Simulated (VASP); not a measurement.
Here is a VASP 6.6.1 calculation.

File POSCAR:

```
RbBr
1.0
    0.0000000000      3.4270000000      3.4270000000
    3.4270000000      0.0000000000      3.4270000000
    3.4270000000      3.4270000000      0.0000000000
Rb Br
1 1
Direct
    0.0000000000      0.0000000000      0.0000000000
    0.5000000000      0.5000000000      0.5000000000
```

File INCAR.step1:

```
ALGO     = Normal         # electronic algorithm
EDIFF    = 1E-5           # SCF threshold, eV
EDIFFG   = -0.005         # ionic threshold
ENCUT    = 550            # plane-wave cutoff, eV
GGA      = PE             # functional
GGA_COMPAT= False        
IBRION   = 2              # ionic algorithm
ISIF     = 3              # what is computed and relaxed
ISMEAR   = 0              # smearing method
LASPH    = True           # aspherical terms in the spheres
LCHARG   = False          # write CHGCAR
LREAL    = False          # projectors in reciprocal space
LWAVE    = True           # write WAVECAR
NELM     = 120            # most SCF steps
NELMIN   = 4            
NSW      = 100            # ionic steps
PREC     = Accurate       # precision mode
SIGMA    = 0.01           # smearing width, eV
```

Contents of INCAR.step2:

```
ALGO     = Normal         # electronic algorithm
EDIFF    = 1E-7           # SCF threshold, eV
EDIFFG   = -0.01          # ionic threshold
ENCUT    = 550            # plane-wave cutoff, eV
GGA_COMPAT= False        
IBRION   = 2              # ionic algorithm
ISIF     = 3              # what is computed and relaxed
ISMEAR   = 0              # smearing method
ISTART   = 1            
IVDW     = 13             # dispersion correction
LASPH    = True           # aspherical terms in the spheres
LCHARG   = False          # write CHGCAR
LMIXTAU  = True         
LREAL    = False          # projectors in reciprocal space
LWAVE    = False          # write WAVECAR
METAGGA  = R2SCAN         # meta-GGA
NELM     = 120            # most SCF steps
NELMIN   = 4            
NSW      = 80             # ionic steps
PREC     = Accurate       # precision mode
SIGMA    = 0.01           # smearing width, eV
VDW_A1   = 0.51559235   
VDW_A2   = 5.77342911   
VDW_S6   = 1.0          
VDW_S8   = 0.6018749
```

File KPOINTS:

```
k-points
0
Gamma
  4 4 4
```

Potentials or basis: VASP PAW PBE potentials, release 64 (Rb_sv, Br).

Run with:

```bash
$ cat potpaw_PBE.64/Rb_sv/POTCAR potpaw_PBE.64/Br/POTCAR > POTCAR
$ cp INCAR.step1 INCAR
$ mpirun -np 1 vasp_std > vasp.out
$ cp INCAR.step2 INCAR
$ mpirun -np 1 vasp_std > vasp.out
```

Q: Estimate the band gap on the k mesh.

A: 4.92 eV.

Q: What does it give for the relaxed volume?

A: 41.05 Å³/atom.

Final structure:
```
CELL_PARAMETERS angstrom
0.00000 3.44950 3.44950
3.44950 0.00000 3.44950
3.44950 3.44950 0.00000
ATOMIC_POSITIONS crystal
Rb 0.00000 0.00000 0.00000
Br 0.50000 0.50000 0.50000
```

Caveat: the PAW data sets were made with another functional, which shifts forces and pressure a little. r2SCAN opens gaps a little over a GGA but as a rule still falls short of measured ones.
